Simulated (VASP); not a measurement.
A run of VASP 6.6.1:

File POSCAR:

```
AlN
1.0
    3.1066653383      0.0000000000      0.0000000000
   -1.5533326691      2.6904511040      0.0000000000
    0.0000000000      0.0000000000      4.9784048429
Al N
2 2
Direct
    0.2609084097      0.6666666667      0.0016929024
    0.6666666667      0.3333333333      0.5016929024
    0.3333333333      0.6666666667      0.3833070976
    0.6666666667      0.3333333333      0.8833070976
```

INCAR.step1

```
PREC = Accurate
ENCUT = 520
ISMEAR = 0
SIGMA = 0.05
LREAL = F
LASPH = T
NELM = 60
NBANDS = 16
GGA = PE
ALGO = Normal
EDIFF = 1E-4
LWAVE = T
LCHARG = F
```

The input INCAR.step2:

```
PREC = Accurate
ENCUT = 520
EDIFF = 1E-6
ISMEAR = 0
SIGMA = 0.05
LREAL = F
LASPH = T
NELM = 60
ALGO = Normal
ISIF = 2
LWAVE = F
LCHARG = F
METAGGA = R2SCAN
LMIXTAU = T
NBANDS = 16
ISTART = 1
```

File KPOINTS:

```
Automatic mesh
0
Gamma
  12 12 6
```

Potentials or basis: VASP PAW PBE potentials, release 64 (Al, N).

Launch:

```sh
$ cat potpaw_PBE.64/Al/POTCAR potpaw_PBE.64/N/POTCAR > POTCAR
$ cp INCAR.step1 INCAR
$ mpirun -np 1 vasp_std > vasp.out
$ cp INCAR.step2 INCAR
$ mpirun -np 1 vasp_std > vasp.out
```

Hardware: 1 thread of Intel Xeon 8259CL, with other jobs on the host.

Question: How long does it take, and how much memory?

Answer: Wall time 18 min on 1 thread of Intel Xeon 8259CL, on a shared host, peak memory 0.35 GiB. Counts: k points 436.
